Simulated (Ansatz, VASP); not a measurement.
Cu in VASP and in Ansatz

POSCAR

```
Cu
1.0
    0.0000000000      1.8367680000      1.8367680000
    1.8367680000      0.0000000000      1.8367680000
    1.8367680000      1.8367680000      0.0000000000
Cu
1
Direct
    0.0000000000      0.0000000000      0.0000000000
```

File INCAR.step1:

```
ALGO = Normal
EDIFF = 1E-4
ENCUT = 520
GGA = PE
ISMEAR = -1
LASPH = True
LCHARG = False
LREAL = False
LWAVE = True
NBANDS = 12
NELM = 60
PREC = Accurate
SIGMA = 0.1
```

Contents of INCAR.step2:

```
ALGO = Normal
EDIFF = 1E-7
ENCUT = 520
ISIF = 2
ISMEAR = -1
ISTART = 1
LASPH = True
LCHARG = False
LMIXTAU = True
LREAL = False
LWAVE = False
METAGGA = R2SCAN
NBANDS = 12
NELM = 60
PREC = Accurate
SIGMA = 0.1
```

KPOINTS

```
k-points
0
Gamma
  16 16 16
```

Input for Ansatz:

```yaml
crystal:
  lattice:
    - [0.0, 1.836768, 1.836768]
    - [1.836768, 0.0, 1.836768]
    - [1.836768, 1.836768, 0.0]
  atoms:
    - { symbol: Cu, position: [0.0, 0.0, 0.0] }
  symmetry: { tolerance: 0.0003 }
kpoints:
  mp_grid: { grid: [16, 16, 16], shift: [0, 0, 0] }
  band_path:
    path:
      - [0.0, 0.0, 0.0]
      - [0.5, 0.0, 0.5]
      - [0.625, 0.25, 0.625]
      - [0.375, 0.375, 0.75]
      - [0.0, 0.0, 0.0]
      - [0.5, 0.5, 0.5]
      - [0.5, 0.25, 0.75]
      - [0.5, 0.0, 0.5]
    npoints: 8
magnetization:
  spin_polarized: false
scf:
  occupations: { method: fermi_dirac }
  lower_state_search: "off"
  max_iter: 200
hamiltonian:
  pseudopotentials: { kind: paw }
  xc: r2scan
basis:
  ecutwfc: 500
  fft_grid_basis: typed
output:
  forces: true
  stress: true
  eigenvalues: true
  bader: true
  populations: true
  elf: true
  write_potential: true
  volumetric_format: npy
  dos:
    e_range: [-12, 8]
    de: 0.05
    projected: { site_lists: { Cu: [Cu] } }
checkpoint:
  read: saved_state
```

Alike in both runs: task single point; functional r2SCAN; k mesh 16 × 16 × 16; no spin polarisation.

|  | VASP | Ansatz |
| --- | --- | --- |
| version | VASP 6.6.1 | Ansatz 0.2.0 |
| potentials or method | VASP PAW PBE potentials, release 64 (Cu), cutoff 520 eV | PAW plane waves |
| occupations | fermi-dirac, width 0.1 eV | fermi-dirac |
| valence electrons in the cell | 11 | 19 |

```csv
,VASP,Ansatz,Ansatz less VASP
pressure (GPa),-10.0,-10.6,-0.54
```

VASP's potentials were made for PBE, not for r2SCAN. VASP's potentials hold 11 valence electrons a cell and Ansatz's 19, so a difference there can come from the potentials and not from the codes.
